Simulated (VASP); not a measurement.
# Na in VASP: further runs

Runs on Na. Level: PBEsol. Tasks: single point.

Program: VASP 6.6.1. These are calculated values, not measurements. Logs are shortened: lines on timing, memory, paths and dates and some standing lists are left out, and cuts for length are marked.

## Step 1: The cell of the first run

The typed cell holds 2 atoms: a = 3.767 Å, b = 3.751 Å, c = 6.154 Å, α = 89.79°, β = 89.43°, γ = 119.57°.

## Step 2: Single point, PBEsol (equal xy, yz and zx shear strains of +1 %)

INCAR reads:

```
SYSTEM = Na
PREC = Accurate ; ENCUT = 520
EDIFF = 1E-7 ; ISMEAR = -1
SIGMA = 0.05 ; LREAL = .False.
LASPH = .True. ; NELM = 80
ALGO = Normal ; ISIF = 2
LWAVE = .False. ; LCHARG = .False.
GGA = PS ; NBANDS = 14
```

KPOINTS reads:

```
Automatic mesh
0
Gamma
  13 13 7
  0 0 0
```

POSCAR reads:

```
Na
1.0
    3.7670009976      0.0188350050      0.0188350050
   -1.8671889060      3.2529010575      0.0068940903
    0.0307700000      0.0307700000      6.1540000000
Na
2
Direct
    0.3333333333      0.6666666667      0.2500000000
    0.6666666667      0.3333333333      0.7500000000
```

Potentials or basis: VASP PAW PBE potentials, release 64 (Na_pv).

Started as:

```bash
cat potpaw_PBE.64/Na_pv/POTCAR > POTCAR
mpirun -np 1 vasp_std > vasp.out
```

OUTCAR:

```text
SYSTEM = Na
   PREC = Accurate
   ENCUT = 520
   EDIFF = 1E-7
   ISMEAR = -1
   LREAL = .False.
   LASPH = .True.
   NELM = 80
   ISIF = 2
   GGA = PS

 ion  position               nearest neighbor table
   1  0.333  0.667  0.250-
   2  0.667  0.333  0.750-

  LATTYP: Found a triclinic cell.
 ALAT       =     3.7834117979
 B/A-ratio  =     0.9913558883
 C/A-ratio  =     1.6266148590
 COS(alpha) =     0.0036852528
 COS(beta)  =     0.0136346634
 COS(gamma) =     0.5000188430

  Lattice vectors:

 A1 = (   1.8998120916,   3.2717360625,   0.0257290953)
 A2 = (  -1.8671889060,   3.2529010575,   0.0068940903)
 A3 = (   0.0307700000,   0.0307700000,   6.1540000000)

Analysis of symmetry for initial positions (statically):
=====================================================================
 Subroutine PRICEL returns:
 Original cell was already a primitive cell.

 Routine SETGRP: Setting up the symmetry group for a
 triclinic supercell.

 Subroutine GETGRP returns: Found  2 space group operations
 (whereof  2 operations were pure point group operations)
 out of a pool of  2 trial point group operations.

The static configuration has the point symmetry S_2 .

Analysis of symmetry for dynamics (positions and initial velocities):
=====================================================================
 Subroutine PRICEL returns:
 Original cell was already a primitive cell.

 Routine SETGRP: Setting up the symmetry group for a
 triclinic supercell.

 Subroutine GETGRP returns: Found  2 space group operations
 (whereof  2 operations were pure point group operations)
 out of a pool of  2 trial point group operations.

The dynamic configuration has the point symmetry S_2 .

 Subroutine INISYM returns: Found  2 space group operations
 (whereof  2 operations are pure point group operations),
 and found     1 'primitive' translations

----------------------------------------------------------------------------------------

                                     Primitive cell

  volume of cell :      75.6218

  direct lattice vectors                    reciprocal lattice vectors
     3.767000998  0.018835005  0.018835005     0.264713819  0.151952076 -0.002083329
    -1.867188906  3.252901057  0.006894090    -0.001525103  0.306545708 -0.001525103
     0.030770000  0.030770000  6.154000000    -0.000808478 -0.000808478  0.162504022

  length of vectors
     3.767095171  3.750707564  6.154153848     0.305232993  0.306553296  0.162508045

  position of ions in fractional coordinates (direct lattice)
     0.333333333  0.666666667  0.250000000
     0.666666667  0.333333333  0.750000000

  ion indices of the primitive-cell ions
   primitive index   ion index
                 1           1
                 2           2

----------------------------------------------------------------------------------------

 KPOINTS: Automatic mesh

Automatic generation of k-mesh.
 Grid dimensions read from file:
 generate k-points for:   13   13    7

 Generating k-lattice:

  Cartesian coordinates                     Fractional coordinates (reciprocal lattice)
     0.020362601  0.011688621 -0.000160256     0.076923077 -0.000000000 -0.000000000
    -0.000117316  0.023580439 -0.000117316     0.000000000  0.076923077  0.000000000
    -0.000115497 -0.000115497  0.023214860     0.000000000  0.000000000  0.142857143

  Length of vectors
     0.023479461  0.023581023  0.023215435

  Shift w.r.t. Gamma in fractional coordinates (k-lattice)
     0.000000000  0.000000000  0.000000000

 Subroutine IBZKPT returns following result:
 ===========================================

 Found    592 irreducible k-points:

 Following reciprocal coordinates:
            Coordinates               Weight
  0.000000  0.000000  0.000000      1.000000
  0.076923 -0.000000  0.000000      2.000000
  0.153846  0.000000 -0.000000      2.000000
  0.230769 -0.000000 -0.000000      2.000000
  0.307692  0.000000 -0.000000      2.000000
  0.384615 -0.000000  0.000000      2.000000
[... 16 lines left out ...]
  0.153846  0.153846 -0.000000      2.000000
  0.230769  0.153846 -0.000000      2.000000
 [... further k-points ...]
   k-points           NKPTS =    592   k-points in BZ     NKDIM =    592   number of bands    NBANDS=     14
   number of dos      NEDOS =    301   number of ions     NIONS =      2
   total plane-waves  NPLWV =  37632
   dimension x,y,z NGX =    28 NGY =   28 NGZ =   48
   dimension x,y,z NGXF=    56 NGYF=   56 NGZF=   96
   ions per type =               2
   NGX,Y,Z   is equivalent  to a cutoff of  12.36, 12.41, 12.97 a.u.
   NGXF,Y,Z  is equivalent  to a cutoff of  24.71, 24.82, 25.93 a.u.
 SYSTEM =  Na
   PREC   = accura    normal or accurate (medium, high low for compatibility)
   ISTART =      0    job   : 0-new  1-cont  2-samecut
   ICHARG =      2    charge: 1-file 2-atom 10-const
   ISPIN  =      1    spin polarized calculation?
   LNONCOLLINEAR =      F non collinear calculations
   LSORBIT =      F    spin-orbit coupling
   LASPH  =      T    aspherical Exc in radial PAW
   ENCUT  =  520.0 eV  38.22 Ry    6.18 a.u.   7.00  6.97 11.44*2*pi/ulx,y,z
   NELM   =     80;   NELMIN=  2; NELMDL= -5     # of ELM steps
   EDIFF  = 0.1E-06   stopping-criterion for ELM
   LREAL  =      F    real-space projection
   EDIFFG = 0.1E-05   stopping-criterion for IOM
   NSW    =      0    number of steps for IOM
   IBRION =     -1    ionic relax: 0-MD 1-quasi-New 2-CG
   NFREE  =      0    steps in history (QN), initial steepest desc. (CG)
   ISIF   =      2    stress and relaxation
   ISYM   =      2    0-nonsym 1-usesym 2-fastsym
   POTIM  = 0.5000    time-step for ionic-motion
   TEBEG  =    0.0;   TEEND  =   0.0 temperature during run
   PSTRESS=    0.0 pullay stress
   NELECT =      14.0000    total number of electrons
   NUPDOWN=      -1.0000    fix difference up-down
   EMIN   =  10.00;   EMAX   =-10.00  energy-range for DOS
   EFERMI =   0.00;   METHOD = LEGACY
   ISMEAR =    -1;   SIGMA  =   0.05  broadening in eV -4-tet -1-fermi 0-gaus
   EFERMI_NEDOS =   21; number of points for ismear=-14 and -15
   IALGO  =     38    algorithm
   IMIX   =      4    mixing-type and parameters
     AMIX     =   0.40;   BMIX     =  1.00
     AMIX_MAG =   1.60;   BMIX_MAG =  1.00
  volume/ion in A,a.u.               =      37.81       255.16
  Fermi-wavevector in a.u.,A,eV,Ry     =   0.933043  1.763196 11.844821  0.870570
  Thomas-Fermi vector in A             =   2.059704
   LORBIT       =      0    0 simple, 1 ext, 2 COOP (PROOUT), +10 PAW based schemes
   GGA     = PS    functional components
   LHFCALC =     F    Hartree Fock is set to
   AEXX    =    0.0000 exact exchange contribution
   IVDW    =     0    specifies the selected vdW correction
   LEPSILON=     F    determine dielectric tensor
   LRPA    =     F    only Hartree local field effects (RPA)
 non-spin polarized calculation
  energy-cutoff  :      520.00
  volume of cell :       75.62
 maximum number of plane-waves:      2055
   NGX = 13   NGY = 13   NGZ = 23

 number of electron      14.0000011 magnetization

 Free energy of the ion-electron system (eV)
  ---------------------------------------------------
  ext. energy  EPLUGINS =         0.00000000
  ---------------------------------------------------
  free energy    TOTEN  =        -2.79936672 eV

  energy without entropy =       -2.79132989  energy(sigma->0) =       -2.79534831

 E-fermi :   0.2421     XC(G=0):  -6.4487

 val. band max:        0.2401261370   @ k =  -0.1538  -0.0000   0.1429
 cond. band min:       0.2479429548   @ k =   0.3846   0.1538   0.0000
 fundamental gap:      0.0078168178
 Fermi energy:         0.2421425080

 k-point     1 :       0.0000    0.0000    0.0000
  band No.  band energies     occupation
      1     -24.5789      2.00000
      2     -24.5511      2.00000
      3     -24.5509      2.00000
      4     -24.5465      2.00000
      5     -24.5463      2.00000
      6     -24.5459      2.00000
      7      -2.9872      2.00000
      8       0.7916      0.00003
      9       1.1970      0.00000
     10      10.0424      0.00000
     11      10.1983      0.00000
     12      10.3813      0.00000
     13      10.5137      0.00000
     14      10.6477      0.00000

 k-point     2 :       0.0769   -0.0000    0.0000
  band No.  band energies     occupation
      1     -24.5783      2.00000
      2     -24.5523      2.00000
      3     -24.5515      2.00000
      4     -24.5478      2.00000
      5     -24.5467      2.00000
      6     -24.5462      2.00000
      7      -2.9015      2.00000
      8       0.8674      0.00001
      9       1.2810      0.00000
     10       8.5200      0.00000
     11       9.5007      0.00000
     12       9.9103      0.00000
     13      11.2912      0.00000
     14      11.3574      0.00000

 k-point     3 :       0.1538    0.0000   -0.0000
  band No.  band energies     occupation
      1     -24.5765      2.00000
      2     -24.5562      2.00000
      3     -24.5527      2.00000
      4     -24.5517      2.00000
      5     -24.5474      2.00000
      6     -24.5469      2.00000
      7      -2.6453      2.00000
      8       1.0949      0.00000
      9       1.5298      0.00000
     10       6.8048      0.00000
     11       8.8019      0.00000
     12       9.0135      0.00000
     13      10.1451      0.00000
     14      11.0962      0.00000

 k-point     4 :       0.2308   -0.0000   -0.0000
  band No.  band energies     occupation
      1     -24.5738      2.00000
      2     -24.5617      2.00000
      3     -24.5573      2.00000
      4     -24.5544      2.00000
      5     -24.5483      2.00000
      6     -24.5481      2.00000
      7      -2.2212      2.00000
      8       1.4751      0.00000
      9       1.9311      0.00000
     10       5.2085      0.00000
     11       8.0840      0.00000
     12       8.2504      0.00000
     13       8.5428      0.00000
     14      10.0636      0.00000

 k-point     5 :       0.3077    0.0000   -0.0000
  band No.  band energies     occupation
      1     -24.5706      2.00000
      2     -24.5675      2.00000
      3     -24.5631      2.00000
      4     -24.5561      2.00000
      5     -24.5498      2.00000
      6     -24.5494      2.00000
      7      -1.6330      2.00000
      8       2.0086      0.00000
      9       2.4222      0.00000
     10       3.8095      0.00000
     11       6.9919      0.00000
[... 276 lines left out ...]
 k-point    22 :       0.0769    0.1538    0.0000
  band No.  band energies     occupation
      1     -24.5749      2.00000
      2     -24.5591      2.00000
      3     -24.5561      2.00000
      4     -24.5531      2.00000
      5     -24.5485      2.00000
      6     -24.5476      2.00000
      7      -2.3889      2.00000
      8       1.3247      0.00000
      9       1.7745      0.00000
     10       6.1022      0.00000
     11       7.0971      0.00000
     12       9.4496      0.00000
     13       9.6974      0.00000
     14      10.4088      0.00000

 k-point    23 :       0.1538    0.1538   -0.0000
  band No.  band energies     occupation
      1     -24.5723      2.00000
      2     -24.5624      2.00000
      3     -24.5612      2.00000
      4     -24.5547      2.00000
      5     -24.5505      2.00000
      6     -24.5489      2.00000
      7      -1.9683      2.00000
      8       1.7037      0.00000
      9       2.1644      0.00000
     10       5.2614      0.00000
     11       5.7396      0.00000
     12       8.6950      0.00000
     13       8.9293      0.00000
     14       9.3027      0.00000

 k-point    24 :       0.2308    0.1538   -0.0000
  band No.  band energies     occupation
      1     -24.5693      2.00000
      2     -24.5669      2.00000
      3     -24.5650      2.00000
      4     -24.5573      2.00000
      5     -24.5524      2.00000
      6     -24.5506      2.00000
      7      -1.3844      2.00000
      8       2.2360      0.00000
      9       2.6394      0.00000
     10       3.9979      0.00000
     11       5.1416      0.00000
     12       7.2874      0.00000
     13       8.1588      0.00000
     14       8.4188      0.00000

 [... further k-points ...]
[... 5 lines left out ...]
  --------------------------------------------------------------------------------------
  -------------------------------------------------------------------------------------
  Total       -0.1530090     -0.1535443     -0.0969552     -0.0176699     -0.0195091     -0.0194491
  in kB       -3.2417571     -3.2530973     -2.0541610     -0.3743679     -0.4133334     -0.4120618
  external PRESSURE =      -2.8496718 kB  Pullay stress =       0.0000000 kB

 VOLUME and BASIS-vectors are now :
 -----------------------------------------------------------------------------
  energy-cutoff  :      520.00
  volume of cell :       75.62
      direct lattice vectors                 reciprocal lattice vectors
     3.767000998  0.018835005  0.018835005     0.264713819  0.151952076 -0.002083329
    -1.867188906  3.252901057  0.006894090    -0.001525103  0.306545708 -0.001525103
     0.030770000  0.030770000  6.154000000    -0.000808478 -0.000808478  0.162504022

 POSITION                                       TOTAL-FORCE (eV/Angst)
 -----------------------------------------------------------------------------------
      0.01857      2.18257      1.54937        -0.003407     -0.000043      0.000097
      1.91202      1.11993      4.63035         0.003407      0.000043     -0.000097
 -----------------------------------------------------------------------------------
    total drift:                                0.000000     -0.000000      0.000000

  FREE ENERGIE OF THE ION-ELECTRON SYSTEM (eV)
  ---------------------------------------------------
  free  energy   TOTEN  =        -2.7993667199 eV

  energy  without entropy=       -2.7913298903  energy(sigma->0) =       -2.79534831
```

Run time: 8 min. Hardware: 1 thread of Intel Xeon 8259CL, shared host; peak memory 0.53 GiB.

What came out:

- Free energy: -2.7994 eV
- Pressure: -0.3 GPa
- Largest force: 0.003 eV/Å
- Band gap on the k mesh: zero (bands 7 and 8 overlap by 3.37 eV)

Forces on the atoms (eV/Å):
```
Na  -0.003  0.000  0.000
Na   0.003  0.000  0.000
```

Caveat: the cell differs from its parent crystal (equal xy, yz and zx shear strains of +1 %); the PAW data sets were made with another functional, which shifts forces and pressure a little.

## Step 3: Single point, PBEsol (35.54 Å³/atom)

This run uses another cell than the first one, of 35.54 Å³/atom.

INCAR reads:

```
PREC     = Accurate       # precision mode
ENCUT    = 520            # plane-wave cutoff, eV
EDIFF    = 1E-6           # SCF threshold, eV
ISMEAR   = -1             # smearing method
SIGMA    = 0.05           # smearing width, eV
LREAL    = False          # projectors in reciprocal space
LASPH    = True           # aspherical terms in the spheres
NELM     = 80             # most SCF steps
ALGO     = Normal         # electronic algorithm
ISIF     = 2              # what is computed and relaxed
LWAVE    = False          # write WAVECAR
LCHARG   = False          # write CHGCAR
GGA      = PS             # functional
NBANDS   = 14             # bands
```

KPOINTS reads:

```
Automatic mesh
0
Gamma
  13 13 7
```

POSCAR reads:

```
Na
1.0
    3.6901018488      0.0000000000      0.0000000000
   -1.8450509244      3.1957219436      0.0000000000
    0.0000000000      0.0000000000      6.0283729130
Na
2
Direct
    0.3333333333      0.6666666667      0.2500000000
    0.6666666667      0.3333333333      0.7500000000
```

Potentials or basis: VASP PAW PBE potentials, release 64 (Na_pv).

Started as:

```bash
cat potpaw_PBE.64/Na_pv/POTCAR > POTCAR
mpirun -np 1 vasp_std > vasp.out
```

Run time: 21 s. Hardware: 1 thread of Intel Xeon 6975P-C (Granite Rapids), shared host; peak memory 0.2 GiB.

Results (log left out):

```yaml
Free_energy: -2.8010 eV
Pressure: 0.2 GPa
Band_gap_on_the_k_mesh: zero (bands 7 and 8 overlap by 3.45 eV)
```

Stress tensor (GPa, compression positive):
```
0.16 0.00 0.00
0.00 0.16 0.00
0.00 0.00 0.30
```

Levels at points of the mesh, in eV from the Fermi level:
```tsv
k point	band 5	band 6	band 7	band 8	band 9	band 10
(0.00, 0.00, 0.00)	-24.74	-24.74	-3.36	0.55	1.02	10.23
```

Caveat: the PAW data sets were made with another functional, which shifts forces and pressure a little.

[end of part 1 of 2]

The gap in the log of VASP goes by the Fermi energy; the results here count the filled bands.